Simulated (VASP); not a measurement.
Write the native input for VASP 6.6.1 that does the following.

* Task: relaxation of cell and atoms
* Functional: PBEsol
* Potentials or basis: VASP PAW PBE potentials, release 64 (Sr_sv)
* Cutoff: 600 eV
* k mesh: 10 × 10 × 10
* Occupations: gaussian, width 0.1 eV
* Spin: no spin polarisation
* Dipole correction: no
* Further INCAR settings: ALGO = Fast; EDIFF = 1e-06; IBRION = 2; EDIFFG = -0.01; NSW = 100; ISIF = 3

The structure of Sr lies in POSCAR:

```
Sr
1.0
    0.0000000000      4.6878108708      4.6878108708
    4.6878108708      0.0000000000      4.6878108708
    4.6878108708      4.6878108708      0.0000000000
Sr
2
Direct
    0.5000000000      0.5000000000      0.5000000000
    0.7500000000      0.7500000000      0.7500000000
```

This isn't the form of Sr at room conditions, which is fcc.

The input as run:

INCAR

```
PREC = Accurate
ENCUT = 600
EDIFF = 1E-6
ISMEAR = 0
SIGMA = 0.1
LREAL = F
LASPH = T
NELM = 60
ALGO = Fast
ISIF = 3
LWAVE = F
LCHARG = F
GGA = PS
IBRION = 2
NSW = 100
EDIFFG = -0.01
```

KPOINTS

```
regular mesh
0
Gamma
  10 10 10
```

Potentials or basis: VASP PAW PBE potentials, release 64 (Sr_sv).

Command:

```console
$ cat potpaw_PBE.64/Sr_sv/POTCAR > POTCAR
$ mpirun -np 1 vasp_std > vasp.out
```

It gave:

* Relaxed volume: 103.49 Å³/atom
* Relaxed cell: a = 6.640 Å, b = 6.640 Å, c = 6.640 Å, α = 60.00°, β = 60.00°, γ = 60.00°
* Space group after relaxing (to 0.1 Å): Fd-3m (No. 227)
* Energy gained by relaxing: 0.1 meV/atom
* Ionic steps: 3
* Pressure after relaxing: 0.0 GPa
* Band gap on the k mesh: zero (bands 10 and 11 overlap by 0.78 eV)

Caveat: the PAW data sets were made with another functional, which shifts forces and pressure a little.

Wall time 5.9 min on 1 thread of Intel(R) Xeon(R) 6975P-C (Granite Rapids), with other jobs on the host, peak memory 0.49 GiB.
